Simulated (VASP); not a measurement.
# Mg12O13 in VASP: single point with PBE

Aim: the single point of Mg12O13 with PBE.

Everything below comes from runs of VASP 6.6.1. Logs are shortened: lines on timing, memory, paths and dates and some standing lists are left out, and cuts for length are marked.

**1. The cell of the first run**

The cell holds a slab with vacuum, 25 atoms: a = 6.287 Å, b = 6.287 Å, c = 17.416 Å, α = 90.00°, β = 90.00°, γ = 60.00°.

**2. Single point, PBE, collinear spin**

Contents of INCAR:

```
PREC = Accurate ; ENCUT = 520
EDIFF = 1E-6 ; ISMEAR = -1
SIGMA = 0.05 ; LREAL = Auto
LASPH = True ; NELM = 150
ALGO = Normal ; ISIF = 2
LWAVE = False ; LCHARG = False
ISPIN = 2 ; MAGMOM = 0 0 0 0 0 0 0 0 0 0 0 0 0 0 0 0 0 0 0 0 0 0 0 0 1
LORBIT = 11 ; GGA = PE
NBANDS = 73
```

Contents of KPOINTS:

```
Automatic mesh
0
Gamma
  2 2 1
```

Contents of POSCAR:

```
Mg12O13
1.0
    6.2866040000      0.0000000000      0.0000000000
    3.1433020000      5.4443580000      0.0000000000
    0.0000000000      0.0000000000     17.4162380000
Mg O
12 13
Direct
    0.0000000000      0.0000000000      0.0574176811
    0.0000058657      0.5000038572      0.0574176811
    0.4999996819      0.0000000000      0.0574176811
    0.5000055476      0.5000038572      0.0574176811
    0.6511710415      0.6842312721      0.2087477215
    0.6765427826      0.1608637786      0.2142598189
    0.1828114213      0.6640268697      0.2033332342
    0.1647887773      0.1850723263      0.2161086682
    0.3844856481      0.2970414510      0.3902277863
    0.3061314562      0.8530115029      0.3465846068
    0.8551891546      0.3170438094      0.3351757136
    0.8882367145      0.8266172063      0.3396313257
    0.3333375952      0.8333397620      0.1310960496
    0.3333317295      0.3333359048      0.1310960496
    0.8333372771      0.8333397620      0.1310960496
    0.8333314113      0.3333359048      0.1310960496
    0.9758440541      0.5245613900      0.2663663645
    0.9987853588     -0.0060980560      0.2649998237
    0.5204508396      0.5030161499      0.2705750806
    0.4855283062      0.0094409662      0.2730382991
    0.7288191264      0.1334592619      0.3994548076
    0.6916974586      0.6575798285      0.4255109513
    0.1596742312      0.1698822892      0.3934202093
    0.2132234545      0.6409020127      0.3926565542
    0.7166501569      0.6532634334      0.4993213804
```

Potentials or basis: VASP PAW PBE potentials, release 64 (Mg, O).

Run with:

```sh
$ cat potpaw_PBE.64/Mg/POTCAR potpaw_PBE.64/O/POTCAR > POTCAR
$ mpirun -np 1 vasp_std > vasp.out
```

OUTCAR:

```text
PREC = Accurate
   ENCUT = 520
   EDIFF = 1E-6
   ISMEAR = -1
   LREAL = Auto
   LASPH = True
   NELM = 150
   ISIF = 2
   ISPIN = 2
   LORBIT = 11
   GGA = PE

 ion  position               nearest neighbor table
   1  0.000  0.000  0.057-  15 2.22  16 2.22  13 2.22   7 3.13   2 3.14   4 3.14   3 3.14   3 3.14
                             4 3.14   2 3.14   6 3.25   8 3.36
   2  0.000  0.500  0.057-  14 2.22  15 2.22  16 2.22   1 3.14   3 3.14   4 3.14   4 3.14   3 3.14
                             1 3.14   7 3.17   5 3.25   8 3.25
   3  0.500  0.000  0.057-  13 2.22  14 2.22  15 2.22   4 3.14   2 3.14   1 3.14   1 3.14   2 3.14
                             4 3.14   5 3.15   6 3.29   8 3.31
   4  0.500  0.500  0.057-  16 2.22  13 2.22  14 2.22   7 3.07   3 3.14   1 3.14   2 3.14   2 3.14
                             1 3.14   3 3.14   5 3.21   6 3.30
   5  0.651  0.684  0.209-  19 2.02  17 2.03  20 2.09  13 2.20  15 2.26  16 2.34  11 2.98   7 3.01
                            10 3.05   6 3.08  12 3.09   8 3.11   3 3.15   8 3.19   4 3.21   6 3.21
   6  0.677  0.161  0.214-  18 1.96  19 2.11  20 2.13  15 2.30  16 2.31  14 2.36  11 2.79  12 2.86
                             5 3.08   7 3.14   8 3.14   8 3.15   7 3.16   5 3.21   1 3.25   3 3.29
   7  0.183  0.664  0.203-  18 2.10  13 2.15  19 2.18  17 2.19  14 2.20  15 2.28  12 2.87   5 3.01
                            10 3.03   4 3.07   8 3.08   1 3.13   6 3.14   6 3.16   2 3.17   8 3.23
   8  0.165  0.185  0.216-  20 2.01  17 2.05  18 2.12  14 2.27  16 2.34  13 2.42  11 2.68  10 2.91
                             7 3.08   5 3.11   6 3.14   6 3.15   5 3.19   7 3.23   2 3.25   3 3.31
   9  0.384  0.297  0.390-  24 1.87  21 1.88  23 1.94  20 2.59  19 2.80  10 3.16  11 3.17  12 3.19
                            12 3.35  10 3.36  11 3.40   6 3.45   8 3.55
  10  0.306  0.853  0.347-  24 1.88  23 1.91  18 2.20  20 2.23  19 2.33  22 2.51  12 2.72  11 2.88
                             8 2.91   7 3.03   5 3.05   9 3.16   9 3.36  11 3.42  12 3.58
  11  0.855  0.317  0.335-  23 1.94  21 2.03  19 2.14  18 2.15  17 2.17  22 2.43   8 2.68   6 2.79
                            10 2.88   5 2.98  12 2.99   9 3.17  12 3.31   9 3.40  10 3.42
  12  0.888  0.827  0.340-  21 1.97  24 2.00  18 2.00  17 2.12  20 2.48  22 2.49  10 2.72   6 2.86
                             7 2.87  11 2.99   5 3.09   9 3.19  11 3.31   9 3.35  10 3.58
  13  0.333  0.833  0.131-   7 2.15   5 2.20   3 2.22   4 2.22   1 2.22   8 2.42
  14  0.333  0.333  0.131-   7 2.20   2 2.22   3 2.22   4 2.22   8 2.27   6 2.36
  15  0.833  0.833  0.131-   1 2.22   2 2.22   3 2.22   5 2.26   7 2.28   6 2.30
  16  0.833  0.333  0.131-   4 2.22   1 2.22   2 2.22   6 2.31   8 2.34   5 2.34
  17  0.976  0.525  0.266-   5 2.03   8 2.05  12 2.12  11 2.17   7 2.19
  18  0.999  0.994  0.265-   6 1.96  12 2.00   7 2.10   8 2.12  11 2.15  10 2.20
  19  0.520  0.503  0.271-   5 2.02   6 2.11  11 2.14   7 2.18  10 2.33   9 2.80
  20  0.486  0.009  0.273-   8 2.01   5 2.09   6 2.13  10 2.23  12 2.48   9 2.59
  21  0.729  0.133  0.399-   9 1.88  12 1.97  11 2.03
  22  0.692  0.658  0.426-  25 1.29  11 2.43  12 2.49  10 2.51
  23  0.160  0.170  0.393-  10 1.91   9 1.94  11 1.94
  24  0.213  0.641  0.393-   9 1.87  10 1.88  12 2.00
  25  0.717  0.653  0.499-  22 1.29

  LATTYP: Found a hexagonal cell.
 ALAT       =     6.2866033353
 C/A-ratio  =     2.7703732956

  Lattice vectors:

 A1 = (  -3.1433020000,  -5.4443580000,   0.0000000000)
 A2 = (   6.2866040000,   0.0000000000,   0.0000000000)
 A3 = (   0.0000000000,   0.0000000000,  17.4162380000)

Analysis of symmetry for initial positions (statically):
=====================================================================
 Subroutine PRICEL returns:
 Original cell was already a primitive cell.

 Routine SETGRP: Setting up the symmetry group for a
 hexagonal supercell.

 Subroutine GETGRP returns: Found  1 space group operations
 (whereof  1 operations were pure point group operations)
 out of a pool of 24 trial point group operations.

The static configuration has the point symmetry C_1 .

Analysis of symmetry for dynamics (positions and initial velocities):
=====================================================================
 Subroutine PRICEL returns:
 Original cell was already a primitive cell.

 Routine SETGRP: Setting up the symmetry group for a
 hexagonal supercell.

 Subroutine GETGRP returns: Found  1 space group operations
 (whereof  1 operations were pure point group operations)
 out of a pool of 24 trial point group operations.

The dynamic configuration has the point symmetry C_1 .

Analysis of structural, dynamic, and magnetic symmetry:
=====================================================================
 Subroutine PRICEL returns:
 Original cell was already a primitive cell.

 Routine SETGRP: Setting up the symmetry group for a
 hexagonal supercell.

 Subroutine GETGRP returns: Found  1 space group operations
 (whereof  1 operations were pure point group operations)
 out of a pool of 24 trial point group operations.

The overall configuration has the point symmetry C_1 .

 Subroutine INISYM returns: Found  1 space group operations
 (whereof  1 operations are pure point group operations),
 and found     1 'primitive' translations

----------------------------------------------------------------------------------------

                                     Primitive cell

  volume of cell :     596.0973

  direct lattice vectors                    reciprocal lattice vectors
[... 101 lines left out ...]
   NGXF,Y,Z  is equivalent  to a cutoff of  25.39, 25.39, 26.73 a.u.
 SYSTEM =  unknown system
   PREC   = accura    normal or accurate (medium, high low for compatibility)
   ISTART =      0    job   : 0-new  1-cont  2-samecut
   ICHARG =      2    charge: 1-file 2-atom 10-const
   ISPIN  =      2    spin polarized calculation?
   LNONCOLLINEAR =      F non collinear calculations
   LSORBIT =      F    spin-orbit coupling
   LASPH  =      T    aspherical Exc in radial PAW
   ENCUT  =  520.0 eV  38.22 Ry    6.18 a.u.  11.69 11.69 32.38*2*pi/ulx,y,z
   NELM   =    150;   NELMIN=  2; NELMDL= -5     # of ELM steps
   EDIFF  = 0.1E-05   stopping-criterion for ELM
   LREAL  =      T    real-space projection
   EDIFFG = 0.1E-04   stopping-criterion for IOM
   NSW    =      0    number of steps for IOM
   IBRION =     -1    ionic relax: 0-MD 1-quasi-New 2-CG
   NFREE  =      0    steps in history (QN), initial steepest desc. (CG)
   ISIF   =      2    stress and relaxation
   ISYM   =      2    0-nonsym 1-usesym 2-fastsym
   POTIM  = 0.5000    time-step for ionic-motion
   TEBEG  =    0.0;   TEEND  =   0.0 temperature during run
   PSTRESS=    0.0 pullay stress
   NELECT =     102.0000    total number of electrons
   NUPDOWN=      -1.0000    fix difference up-down
   EMIN   =  10.00;   EMAX   =-10.00  energy-range for DOS
   EFERMI =   0.00;   METHOD = LEGACY
   ISMEAR =    -1;   SIGMA  =   0.05  broadening in eV -4-tet -1-fermi 0-gaus
   EFERMI_NEDOS =   21; number of points for ismear=-14 and -15
   IALGO  =     38    algorithm
   IMIX   =      4    mixing-type and parameters
     AMIX     =   0.40;   BMIX     =  1.00
     AMIX_MAG =   1.60;   BMIX_MAG =  1.00
  volume/ion in A,a.u.               =      23.84       160.91
  Fermi-wavevector in a.u.,A,eV,Ry     =   0.908872  1.717518 11.239059  0.826048
  Thomas-Fermi vector in A             =   2.032849
   LORBIT       =     11    0 simple, 1 ext, 2 COOP (PROOUT), +10 PAW based schemes
   GGA     = PE    functional components
   LHFCALC =     F    Hartree Fock is set to
   AEXX    =    0.0000 exact exchange contribution
   IVDW    =     0    specifies the selected vdW correction
   LEPSILON=     F    determine dielectric tensor
   LRPA    =     F    only Hartree local field effects (RPA)
 spin polarized calculation
  energy-cutoff  :      520.00
  volume of cell :      596.10
 maximum number of plane-waves:     16084
 NGX is ok and might be reduce to    48
   NGX = 23   NGY = 23   NGZ = 65

 number of electron     101.9999987 magnetization       0.0156767

 number of electron     101.9999987 magnetization      -0.0715771

 Free energy of the ion-electron system (eV)
  ---------------------------------------------------
  ext. energy  EPLUGINS =         0.00000000
  ---------------------------------------------------
  free energy    TOTEN  =      -127.83784852 eV

  energy without entropy =     -127.60342220  energy(sigma->0) =     -127.72063536

 E-fermi :  -1.6686     XC(G=0):  -5.7734

 val. band max:       -1.6857976640   @ k =   0.0000   0.5000   0.0000
 cond. band min:      -1.6216882014   @ k =   0.0000   0.5000   0.0000
 fundamental gap:      0.0641094627
 Fermi energy:        -1.6685510636

 spin component 1

 k-point     1 :       0.0000    0.0000    0.0000
  band No.  band energies     occupation
      1     -25.9655      1.00000
      2     -19.4652      1.00000
      3     -18.9547      1.00000
      4     -18.8283      1.00000
      5     -18.7289      1.00000
      6     -18.5943      1.00000
[... 253 lines left out ...]
     62       4.5381      0.00000
     63       4.5496      0.00000
 Fermi energy:        -1.6685510636

 spin component 2

 k-point     1 :       0.0000    0.0000    0.0000
  band No.  band energies     occupation
      1     -25.9652      1.00000
      2     -19.4706      1.00000
      3     -18.9572      1.00000
      4     -18.8339      1.00000
      5     -18.7365      1.00000
      6     -18.6052      1.00000
[... 253 lines left out ...]
     62       4.5156      0.00000
     63       4.5291      0.00000
 [bands above 63 left out]

------------------------ aborting loop because EDIFF is reached ----------------------------------------

  FORCE on cell =-STRESS in cart. coord.  units (eV):
  Direction    XX          YY          ZZ          XY          YZ          ZX
  --------------------------------------------------------------------------------------
  -------------------------------------------------------------------------------------
  Total       -6.4070950     -7.5318266    -10.2577276     -1.3380402     -0.0890285     -1.4896840
  in kB      -17.2208512    -20.2438806    -27.5704982     -3.5963556     -0.2392888     -4.0039405
  external PRESSURE =     -21.6784100 kB  Pullay stress =       0.0000000 kB

 VOLUME and BASIS-vectors are now :
 -----------------------------------------------------------------------------
  energy-cutoff  :      520.00
  volume of cell :      596.10
      direct lattice vectors                 reciprocal lattice vectors
     6.286604000  0.000000000  0.000000000     0.159068394 -0.091838193  0.000000000
     3.143302000  5.444358000  0.000000000     0.000000000  0.183676386  0.000000000
     0.000000000  0.000000000 17.416238000     0.000000000  0.000000000  0.057417681

 POSITION                                       TOTAL-FORCE (eV/Angst)
 -----------------------------------------------------------------------------------
      0.00000      0.00000      1.00000         0.005531      0.123219      1.836424
      1.57170      2.72220      1.00000        -0.079964     -0.043688      1.843076
      3.14330      0.00000      1.00000         0.006588      0.061930      1.790793
      4.71500      2.72220      1.00000         0.099603     -0.114268      1.710411
      6.24440      3.72520      3.63560         0.414435     -0.078587     -0.301668
      4.75880      0.87580      3.73160        -0.950329      0.584548     -0.782024
[... 17 lines left out ...]
      3.35500      3.48930      6.83860        -0.576460      0.520737      0.125565
      6.55870      3.55660      8.69630        -0.243673      0.027922     -1.519870
 -----------------------------------------------------------------------------------
    total drift:                                0.002743      0.002085      0.010377

  FREE ENERGIE OF THE ION-ELECTRON SYSTEM (eV)
  ---------------------------------------------------
  free  energy   TOTEN  =      -127.8378485196 eV

  energy  without entropy=     -127.6034222033  energy(sigma->0) =     -127.72063536

 total charge

# of ion       s       p       d       tot
------------------------------------------
    1        0.170   0.115   0.029   0.315
    2        0.170   0.115   0.029   0.315
    3        0.170   0.114   0.029   0.313
    4        0.171   0.116   0.029   0.317
    5        0.149   0.166   0.070   0.385
    6        0.141   0.155   0.064   0.360
[... 17 lines left out ...]
   24        1.566   3.454   0.000   5.020
   25        1.613   3.201   0.000   4.814
--------------------------------------------------
tot         22.190  46.374   0.684  69.248

 magnetization (x)

# of ion       s       p       d       tot
------------------------------------------
    1       -0.000  -0.000  -0.000  -0.001
    2       -0.001  -0.000  -0.000  -0.001
    3       -0.000  -0.000  -0.000  -0.001
    4       -0.001  -0.001  -0.000  -0.001
    5        0.000   0.000  -0.000   0.000
    6        0.000   0.000  -0.000   0.000
[... 17 lines left out ...]
   24        0.000   0.001   0.000   0.001
   25        0.000   0.001   0.000   0.001
--------------------------------------------------
tot         -0.003  -0.021  -0.000  -0.024
```

Run time: 15 min. Hardware: 1 thread of Intel Xeon 6975P-C (Granite Rapids), shared host; peak memory 1 GiB.

What came out:

* Free energy: -127.8378 eV
* Largest force: 1.845 eV/Å
* Net moment: -0.07 μB per cell
* Valence electrons inside the program's atomic spheres: Mg 0.32, 0.31, 0.39, 0.36, 0.34, 0.43, 0.42, 0.40, 0.41 (each value once); O 5.00, 4.99, 4.97, 5.05, 5.12, 5.02, 4.90, 5.01, 4.81 (each value once)

Forces in eV/Å, atoms in the order of the input:
```
Mg   0.006  0.123  1.836
Mg  -0.080 -0.044  1.843
Mg   0.007  0.062  1.791
Mg   0.100 -0.114  1.710
Mg   0.414 -0.079 -0.302
Mg  -0.950  0.585 -0.782
Mg  -0.380 -0.365  0.408
Mg   0.284  0.129 -0.901
Mg  -0.604 -0.135  0.044
Mg   1.029 -0.333 -0.026
Mg  -0.532  0.468  1.415
Mg  -0.696 -0.659  1.135
O    0.078 -0.127 -1.532
O    0.070  0.132 -1.320
O   -0.045  0.140 -1.705
O   -0.049 -0.009 -1.740
O   -0.144 -0.020 -0.160
O    1.092  0.105 -0.498
O   -0.013  0.081 -0.498
O    0.497 -0.633 -0.316
O    0.130 -0.125 -0.331
O    0.204  0.079  1.223
O    0.403  0.191  0.101
O   -0.576  0.521  0.126
O   -0.244  0.028 -1.520
```

Caveat: the k points lie up to 0.58 Å⁻¹ apart; the atoms stand as in a frame of molecular dynamics; there is no dipole correction, which matters where the two faces differ.
